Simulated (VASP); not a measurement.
# HfC (Fm-3m) in VASP: further runs

The runs below take HfC through single point, relaxation of cell and atoms, with PBE.

All numbers are computed with VASP 6.6.1; they aren't measurements. Logs are shortened: lines on timing, memory, paths and dates and some standing lists are left out, and cuts for length are marked.

## Step 1: The cell of the first run

Symmetry: Fm-3m, No. 225, cubic system. Conventional cell: a = 4.651 Å, b = 4.651 Å, c = 4.651 Å, α = 90.00°, β = 90.00°, γ = 90.00°. Hf (site symmetry m-3m) has 6 C at 2.33 Å within 3.1 Å. C (site symmetry m-3m) has 6 Hf at 2.33 Å within 3.1 Å.

## Step 2: Single point, PBE

Contents of INCAR:

```
SYSTEM = HfC
PREC     = Accurate       ! precision mode
ENCUT    = 520            ! plane-wave cutoff, eV
EDIFF    = 1E-7           ! SCF threshold, eV
ISMEAR   = 0              ! smearing method
SIGMA    = 0.1            ! smearing width, eV
LREAL    = .FALSE.        ! projectors in reciprocal space
LASPH    = .TRUE.         ! aspherical terms in the spheres
NELM     = 60             ! most SCF steps
ALGO     = Normal         ! electronic algorithm
ISIF     = 2              ! what is computed and relaxed
LWAVE    = .FALSE.        ! write WAVECAR
LCHARG   = .FALSE.        ! write CHGCAR
GGA      = PE             ! functional
NBANDS   = 14             ! bands
```

Contents of KPOINTS:

```
Automatic mesh
0
G
  16 16 16
  0 0 0
```

Contents of POSCAR:

```
HfC
1.0
    0.0000000000      2.3257467261      2.3257467261
    2.3257467261      0.0000000000      2.3257467261
    2.3257467261      2.3257467261      0.0000000000
Hf C
1 1
Direct
    0.5000000000      0.5000000000      0.5000000000
    0.0000000000      0.0000000000      0.0000000000
```

Potentials or basis: VASP PAW PBE potentials, release 64 (Hf_pv, C).

Run with:

```bash
> cat potpaw_PBE.64/Hf_pv/POTCAR potpaw_PBE.64/C/POTCAR > POTCAR
> mpirun -np 1 vasp_std > vasp.out
```

OUTCAR:

```text
SYSTEM = HfC
   PREC = Accurate
   ENCUT = 520
   EDIFF = 1E-7
   ISMEAR = 0
   LREAL = .FALSE.
   LASPH = .TRUE.
   NELM = 60
   ISIF = 2
   GGA = PE

 ion  position               nearest neighbor table
   1  0.500  0.500  0.500-   2 2.33   2 2.33   2 2.33   2 2.33   2 2.33   2 2.33
   2  0.000  0.000  0.000-   1 2.33   1 2.33   1 2.33   1 2.33   1 2.33   1 2.33

  LATTYP: Found a face centered cubic cell.
 ALAT       =     4.6514934522

  Lattice vectors:

 A1 = (   0.0000000000,   2.3257467261,   2.3257467261)
 A2 = (   2.3257467261,   0.0000000000,   2.3257467261)
 A3 = (   2.3257467261,   2.3257467261,   0.0000000000)

Analysis of symmetry for initial positions (statically):
=====================================================================
 Subroutine PRICEL returns:
 Original cell was already a primitive cell.

 Routine SETGRP: Setting up the symmetry group for a
 face centered cubic supercell.

 Subroutine GETGRP returns: Found 48 space group operations
 (whereof 48 operations were pure point group operations)
 out of a pool of 48 trial point group operations.

The static configuration has the point symmetry O_h .

Analysis of symmetry for dynamics (positions and initial velocities):
=====================================================================
 Subroutine PRICEL returns:
 Original cell was already a primitive cell.

 Routine SETGRP: Setting up the symmetry group for a
 face centered cubic supercell.

 Subroutine GETGRP returns: Found 48 space group operations
 (whereof 48 operations were pure point group operations)
 out of a pool of 48 trial point group operations.

The dynamic configuration has the point symmetry O_h .

 Subroutine INISYM returns: Found 48 space group operations
 (whereof 48 operations are pure point group operations),
 and found     1 'primitive' translations

----------------------------------------------------------------------------------------

                                     Primitive cell

  volume of cell :      25.1604

  direct lattice vectors                    reciprocal lattice vectors
     0.000000000  2.325746726  2.325746726    -0.214984716  0.214984716  0.214984716
     2.325746726  0.000000000  2.325746726     0.214984716 -0.214984716  0.214984716
     2.325746726  2.325746726  0.000000000     0.214984716  0.214984716 -0.214984716

  length of vectors
     3.289102563  3.289102563  3.289102563     0.372364451  0.372364451  0.372364451

  position of ions in fractional coordinates (direct lattice)
     0.500000000  0.500000000  0.500000000
     0.000000000  0.000000000  0.000000000

  ion indices of the primitive-cell ions
   primitive index   ion index
                 1           1
                 2           2

----------------------------------------------------------------------------------------

 KPOINTS: Automatic mesh

Automatic generation of k-mesh.
 Grid dimensions read from file:
 generate k-points for:   16   16   16

 Generating k-lattice:

  Cartesian coordinates                     Fractional coordinates (reciprocal lattice)
    -0.013436545  0.013436545  0.013436545     0.062500000  0.000000000  0.000000000
     0.013436545 -0.013436545  0.013436545     0.000000000  0.062500000  0.000000000
     0.013436545  0.013436545 -0.013436545     0.000000000  0.000000000  0.062500000

  Length of vectors
     0.023272778  0.023272778  0.023272778

  Shift w.r.t. Gamma in fractional coordinates (k-lattice)
     0.000000000  0.000000000  0.000000000

 Subroutine IBZKPT returns following result:
 ===========================================

 Found    145 irreducible k-points:

 Following reciprocal coordinates:
            Coordinates               Weight
  0.000000  0.000000  0.000000      1.000000
  0.062500  0.000000  0.000000      8.000000
  0.125000  0.000000  0.000000      8.000000
  0.187500  0.000000  0.000000      8.000000
  0.250000  0.000000  0.000000      8.000000
  0.312500  0.000000  0.000000      8.000000
[... 16 lines left out ...]
 -0.125000  0.062500  0.000000     24.000000
 -0.062500  0.062500  0.000000     12.000000
 [... further k-points ...]
   k-points           NKPTS =    145   k-points in BZ     NKDIM =    145   number of bands    NBANDS=     14
   number of dos      NEDOS =    301   number of ions     NIONS =      2
   total plane-waves  NPLWV =  13824
   dimension x,y,z NGX =    24 NGY =   24 NGZ =   24
   dimension x,y,z NGXF=    48 NGYF=   48 NGZF=   48
   ions per type =               1   1
   NGX,Y,Z   is equivalent  to a cutoff of  12.13, 12.13, 12.13 a.u.
   NGXF,Y,Z  is equivalent  to a cutoff of  24.26, 24.26, 24.26 a.u.
 SYSTEM =  HfC
   PREC   = accura    normal or accurate (medium, high low for compatibility)
   ISTART =      0    job   : 0-new  1-cont  2-samecut
   ICHARG =      2    charge: 1-file 2-atom 10-const
   ISPIN  =      1    spin polarized calculation?
   LNONCOLLINEAR =      F non collinear calculations
   LSORBIT =      F    spin-orbit coupling
   LASPH  =      T    aspherical Exc in radial PAW
   ENCUT  =  520.0 eV  38.22 Ry    6.18 a.u.   6.12  6.12  6.12*2*pi/ulx,y,z
   NELM   =     60;   NELMIN=  2; NELMDL= -5     # of ELM steps
   EDIFF  = 0.1E-06   stopping-criterion for ELM
   LREAL  =      F    real-space projection
   EDIFFG = 0.1E-05   stopping-criterion for IOM
   NSW    =      0    number of steps for IOM
   IBRION =     -1    ionic relax: 0-MD 1-quasi-New 2-CG
   NFREE  =      0    steps in history (QN), initial steepest desc. (CG)
   ISIF   =      2    stress and relaxation
   ISYM   =      2    0-nonsym 1-usesym 2-fastsym
   POTIM  = 0.5000    time-step for ionic-motion
   TEBEG  =    0.0;   TEEND  =   0.0 temperature during run
   PSTRESS=    0.0 pullay stress
   NELECT =      14.0000    total number of electrons
   NUPDOWN=      -1.0000    fix difference up-down
   EMIN   =  10.00;   EMAX   =-10.00  energy-range for DOS
   EFERMI =   0.00;   METHOD = LEGACY
   ISMEAR =     0;   SIGMA  =   0.10  broadening in eV -4-tet -1-fermi 0-gaus
   EFERMI_NEDOS =   21; number of points for ismear=-14 and -15
   IALGO  =     38    algorithm
   IMIX   =      4    mixing-type and parameters
     AMIX     =   0.40;   BMIX     =  1.00
     AMIX_MAG =   1.60;   BMIX_MAG =  1.00
  volume/ion in A,a.u.               =      12.58        84.90
  Fermi-wavevector in a.u.,A,eV,Ry     =   1.346517  2.544548 24.668823  1.813107
  Thomas-Fermi vector in A             =   2.474342
   LORBIT       =      0    0 simple, 1 ext, 2 COOP (PROOUT), +10 PAW based schemes
   GGA     = PE    functional components
   LHFCALC =     F    Hartree Fock is set to
   AEXX    =    0.0000 exact exchange contribution
   IVDW    =     0    specifies the selected vdW correction
   LEPSILON=     F    determine dielectric tensor
   LRPA    =     F    only Hartree local field effects (RPA)
 non-spin polarized calculation
 Gauss-broadening in eV      SIGMA  =   0.10
  energy-cutoff  :      520.00
  volume of cell :       25.16
 maximum number of plane-waves:       700
   NGX = 13   NGY = 13   NGZ = 13

 number of electron      14.0000000 magnetization

 Free energy of the ion-electron system (eV)
  ---------------------------------------------------
  ext. energy  EPLUGINS =         0.00000000
  ---------------------------------------------------
  free energy    TOTEN  =       -21.04584290 eV

  energy without entropy =      -21.04371881  energy(sigma->0) =      -21.04478085

 E-fermi :   5.9247     XC(G=0): -12.2805

 val. band max:        5.9023971122   @ k =   0.4375   0.3750   0.0000
 cond. band min:       5.9278176595   @ k =   0.1250   0.1250   0.0000
 fundamental gap:      0.0254205473
 Fermi energy:         5.9247135995

 k-point     1 :       0.0000    0.0000    0.0000
  band No.  band energies     occupation
      1     -23.6313      2.00000
      2     -23.6313      2.00000
      3     -23.6313      2.00000
      4      -6.3582      2.00000
      5       6.9456      0.00000
      6       6.9456      0.00000
      7       6.9456      0.00000
      8       7.3370      0.00000
      9       7.3370      0.00000
     10       7.3370      0.00000
     11       9.3334      0.00000
     12       9.3334      0.00000
     13      12.7628      0.00000
     14      16.9439      0.00000

 k-point     2 :       0.0625    0.0000    0.0000
  band No.  band energies     occupation
      1     -23.6587      2.00000
      2     -23.6339      2.00000
      3     -23.6339      2.00000
      4      -6.2599      2.00000
      5       6.2016      0.00009
      6       6.4357      0.00000
      7       6.4357      0.00000
      8       7.5562      0.00000
      9       7.5562      0.00000
     10       7.8308      0.00000
     11       9.8277      0.00000
     12       9.8277      0.00000
     13      12.9902      0.00000
     14      17.2224      0.00000

 k-point     3 :       0.1250    0.0000    0.0000
  band No.  band energies     occupation
      1     -23.7358      2.00000
      2     -23.6414      2.00000
      3     -23.6414      2.00000
      4      -5.9728      2.00000
      5       5.1409      2.00000
      6       5.6368      1.99995
      7       5.6368      1.99995
      8       7.8934      0.00000
      9       7.8934      0.00000
     10       8.2505      0.00000
     11      10.8913      0.00000
     12      10.8913      0.00000
     13      13.5802      0.00000
     14      17.9956      0.00000
[... 324 lines left out ...]
 k-point    23 :      -0.1250    0.0625    0.0000
  band No.  band energies     occupation
      1     -23.7806      2.00000
      2     -23.6666      2.00000
      3     -23.6382      2.00000
      4      -5.7611      2.00000
      5       4.5729      2.00000
      6       5.1099      2.00000
      7       5.3655      2.00000
      8       7.7821      0.00000
      9       8.4295      0.00000
     10       8.6992      0.00000
     11      10.6668      0.00000
     12      12.0313      0.00000
     13      14.0464      0.00000
     14      18.5376      0.00000

 k-point    24 :      -0.0625    0.0625    0.0000
  band No.  band energies     occupation
      1     -23.6965      2.00000
      2     -23.6493      2.00000
      3     -23.6332      2.00000
      4      -6.0999      2.00000
      5       5.5585      2.00000
      6       5.8623      1.62247
      7       5.9801      0.43307
      8       7.4978      0.00000
      9       8.1480      0.00000
     10       8.1548      0.00000
     11       9.9209      0.00000
     12      10.8175      0.00000
     13      13.3645      0.00000
     14      17.6645      0.00000

 [... further k-points ...]
[... 5 lines left out ...]
  --------------------------------------------------------------------------------------
  -------------------------------------------------------------------------------------
  Total       -0.1026175     -0.1026175     -0.1026175     -0.0000000      0.0000000      0.0000000
  in kB       -6.5345365     -6.5345365     -6.5345365     -0.0000000      0.0000000      0.0000000
  external PRESSURE =      -6.5345365 kB  Pullay stress =       0.0000000 kB

 VOLUME and BASIS-vectors are now :
 -----------------------------------------------------------------------------
  energy-cutoff  :      520.00
  volume of cell :       25.16
      direct lattice vectors                 reciprocal lattice vectors
     0.000000000  2.325746726  2.325746726    -0.214984716  0.214984716  0.214984716
     2.325746726  0.000000000  2.325746726     0.214984716 -0.214984716  0.214984716
     2.325746726  2.325746726  0.000000000     0.214984716  0.214984716 -0.214984716

 POSITION                                       TOTAL-FORCE (eV/Angst)
 -----------------------------------------------------------------------------------
      2.32575      2.32575      2.32575        -0.000000     -0.000000     -0.000000
      0.00000      0.00000      0.00000         0.000000      0.000000      0.000000
 -----------------------------------------------------------------------------------
    total drift:                                0.000000     -0.000000      0.000000

  FREE ENERGIE OF THE ION-ELECTRON SYSTEM (eV)
  ---------------------------------------------------
  free  energy   TOTEN  =       -21.0458429001 eV

  energy  without entropy=      -21.0437188091  energy(sigma->0) =      -21.04478085
```

Wall time 30 s (1 thread of Intel Xeon 6975P-C, shared host); peak memory 0.18 GiB.

Results:

```yaml
Free_energy: -21.0458 eV
Pressure: -0.7 GPa
Band_gap_on_the_k_mesh: zero (band 7 reaches 6.95 eV, above the bottom of band 8 at 5.52 eV)
```

Levels at points of the mesh, in eV from the Fermi level:
```csv
k point,band 3,band 4,band 5,band 6,band 7,band 8,band 9,band 10,band 11,band 12
"(0.00, 0.00, 0.00)",-29.56,-12.28,1.02,1.02,1.02,1.41,1.41,1.41,3.41,3.41
"(0.50, 0.00, 0.00)",-29.62,-8.55,-6.11,-2.96,-2.96,5.33,5.33,5.80,6.57,11.40
"(0.50, 0.50, 0.00)",-29.79,-10.38,-2.57,-1.75,-0.08,-0.08,5.32,6.75,6.75,8.44
```

Caveat: spin-orbit coupling is left out, which moves the levels of the heavy elements.

## Step 3: Relaxation of cell and atoms, PBE

Contents of INCAR:

```
PREC = Accurate
ENCUT = 600
EDIFF = 1E-6
ISMEAR = 0
SIGMA = 0.1
LREAL = False
LASPH = True
NELM = 80
ALGO = Normal
ISIF = 3
LWAVE = False
LCHARG = False
GGA = PE
IBRION = 2
NSW = 100
EDIFFG = -0.005
```

Contents of KPOINTS:

```
regular mesh
0
Gamma
  16 16 16
```

Contents of POSCAR:

```
HfC
1.0
    0.0000000000      2.3250013489      2.3250013489
    2.3250013489      0.0000000000      2.3250013489
    2.3250013489      2.3250013489      0.0000000000
Hf C
1 1
Direct
    0.5000000000      0.5000000000      0.5000000000
    0.0000000000      0.0000000000      0.0000000000
```

Potentials or basis: VASP PAW PBE potentials, release 64 (Hf_pv, C).

Run with:

```bash
> cat potpaw_PBE.64/Hf_pv/POTCAR potpaw_PBE.64/C/POTCAR > POTCAR
> mpirun -np 1 vasp_std > vasp.out
```

Wall time 81 s (1 thread of Intel Xeon 6975P-C, shared host); peak memory 0.21 GiB.

The run converged. Its results:

```yaml
Free_energy: -21.0472 eV
Relaxed_volume: 12.54 Å³/atom
Relaxed_cell: a = 3.286 Å, b = 3.286 Å, c = 3.286 Å, α = 60.00°, β = 60.00°, γ = 60.00°
Space_group_after_relaxing_to_0.05_Å: Fm-3m (No. 225)
Energy_gained_by_relaxing: 0.0 meV/atom
Ionic_steps: 3
Pressure_after_relaxing: 0.0 GPa
Band_gap_on_the_k_mesh: zero (band 7 reaches 6.97 eV, above the bottom of band 8 at 5.55 eV)
```

Final structure:
```
Hf C
1.0
     0.00000    2.32328    2.32328
     2.32328    0.00000    2.32328
     2.32328    2.32328    0.00000
Hf C
1 1
Direct
  0.50000 0.50000 0.50000
  0.00000 0.00000 0.00000
```

Levels at points of the mesh, in eV from the Fermi level:
```
           k point  band 3  band 4  band 5  band 6  band 7  band 8  band 9  band 10  band 11
(0.00, 0.00, 0.00)  -29.54  -12.30    1.02    1.02    1.02    1.41    1.41     1.41     3.42
(0.50, 0.00, 0.00)  -29.61   -8.54   -6.13   -2.97   -2.97    5.35    5.35     5.82     6.58
(0.50, 0.50, 0.00)  -29.77  -10.40   -2.56   -1.76   -0.07   -0.07    5.34     6.77     6.77
```

Caveat: spin-orbit coupling is left out, which moves the levels of the heavy elements.

## Step 4: Single point, PBE

Contents of INCAR:

```
ALGO = Normal
EDIFF = 1E-6
ENCUT = 520
GGA = PE
ISIF = 2
ISMEAR = 0
ISYM = 0
LASPH = T
LCHARG = F
LREAL = F
LWAVE = F
NBANDS = 14
NELM = 80
PREC = Accurate
SIGMA = 0.1
```

Contents of KPOINTS:

```
k-points
0
Gamma
  12 12 13
```

Contents of POSCAR:

```
HfC
1.0
    3.2891025626      0.0000000000      0.0000000000
   -1.6445512813      2.8484463749      0.0000000000
    1.6445512813      0.9494821250      2.6855409967
Hf C
1 1
Direct
    0.0000000000      0.5000000000      0.5000000000
    0.0000000000      0.0000000000      0.0000000000
```

Run with:

```bash
> cat potpaw_PBE.64/Hf_pv/POTCAR potpaw_PBE.64/C/POTCAR > POTCAR
> mpirun -np 1 vasp_std > vasp.out
```

Wall time 95 s (1 thread of Intel Xeon 6975P-C, shared host); peak memory 0.44 GiB.

The run converged. Its results:

```
Free energy            : -21.0475 eV
Pressure               : -0.7 GPa
Band gap on the k mesh : zero (band 7 reaches 6.95 eV, above the bottom of band 8 at 5.52 eV)
```

Levels at points of the mesh, in eV from the Fermi level:
```
           k point  band 5  band 6  band 7  band 8  band 9  band 10
(0.00, 0.00, 0.00)    1.01    1.01    1.01    1.41    1.41     1.41
(0.50, 0.00, 0.00)   -2.57   -1.75   -0.08   -0.08    5.32     6.74
(0.00, 0.50, 0.00)   -6.12   -2.96   -2.96    5.32    5.32     5.79
(0.50, 0.50, 0.00)   -6.12   -2.96   -2.96    5.32    5.32     5.79
```

Caveat: spin-orbit coupling is left out, which moves the levels of the heavy elements.

## Step 5: Overview

```tsv
task	cell	k mesh	cutoff (eV)	gap on the mesh (eV)	pressure (GPa)
single point	a = 3.289 Å, angles 60.0°, 2 atoms	16 × 16 × 16	520	none	-0.7
relaxation of cell and atoms	relaxed from a = 3.288 Å, angles 60.0°, 2 atoms	16 × 16 × 16	600	none	0.0
single point	a = 3.289 Å, angles 90.0, 60.0, 120.0°, 2 atoms	12 × 12 × 13	520	none	-0.7
```

Alike in all rows: level PBE; potentials or basis VASP PAW PBE potentials, release 64 (Hf_pv, C); no spin polarisation; smearing gaussian 0.1 eV.

Caveats: spin-orbit coupling is left out, which moves the levels of the heavy elements.

Absolute energies hang on the potentials; compare differences alone.
